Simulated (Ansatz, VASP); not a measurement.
## One calculation of SrO, two programs

INCAR

```
PREC = Accurate
ENCUT = 520
EDIFF = 1E-7
ISMEAR = 0
SIGMA = 0.05
LREAL = False
LASPH = True
NELM = 100
ALGO = Normal
ISIF = 2
LWAVE = False
LCHARG = False
GGA = CA
NBANDS = 24
```

The input KPOINTS:

```
Automatic mesh
0
Gamma
  9 9 8
```

File POSCAR:

```
SrO
1.0
    0.0000000000     -2.5321850030     -2.5321850030
   -2.5321850030      0.0000000000     -2.5321850030
    2.5321850030      2.5321850030     -5.0643700061
Sr O
2 2
Direct
    0.0008166432     -0.0024499297      0.0008166432
    0.5008166432      0.4975500703      0.5008166432
    0.6859483993      0.8402331740      0.7455258692
    0.3051067567      0.1866013582      0.2455292867
```

Input for Ansatz:

```yaml
crystal:
  lattice:
    - [0.0, -2.532185003, -2.532185003]
    - [-2.532185003, 0.0, -2.532185003]
    - [2.532185003, 2.532185003, -5.0643700061]
  atoms:
    - { symbol: Sr, position: [0.0008166432, -0.0024499297, 0.0008166432] }
    - { symbol: Sr, position: [0.5008166432, 0.4975500703, 0.5008166432] }
    - { symbol: O, position: [0.6859483993, 0.840233174, 0.7455258692] }
    - { symbol: O, position: [0.3051067567, 0.1866013582, 0.2455292867] }
basis:
  ecutwfc: 520.0
kpoints:
  mp_grid: { grid: [9, 9, 8] }
hamiltonian:
  xc: lda
  pseudopotentials: { kind: paw }
scf:
  occupations: { method: gaussian, width: 0.05 }
output:
  forces: true
  stress: true
  eigenvalues: true
```

Change from the starting cell: mode 6 frozen in at -0.045 Å and mode 10 at -0.250 Å (largest displacements).

Alike in both runs: task single point; functional LDA; k mesh 9 × 9 × 8; occupations gaussian, width 0.05 eV; no spin polarisation.

|  | VASP | Ansatz |
| --- | --- | --- |
| version | VASP 6.6.1 | Ansatz 0.2.0 |
| potentials or method | VASP PAW LDA potentials, release 64 (Sr_sv, O), cutoff 520 eV | scalar-relativistic, plane waves, PAW |
| valence electrons in the cell | 32 | 32 |

```tsv
	VASP	Ansatz	Ansatz less VASP
gap on the k mesh at the Fermi level (eV)	3.02	3.08	+0.067
least direct gap on the mesh (eV)	3.15	3.20	+0.055
pressure (GPa)	3.6	2.6	-0.97
traceless stress, the component that is largest in VASP (GPa)	-2.98	-2.81	+0.170
rms of the force components (eV/Å)	0.582	0.551	-0.0311
```

LDA's correlation is that of Perdew and Zunger in VASP and of Perdew and Wang (1992) in Ansatz. Atom by atom the forces differ by 0.031 eV/Å (rms over components).
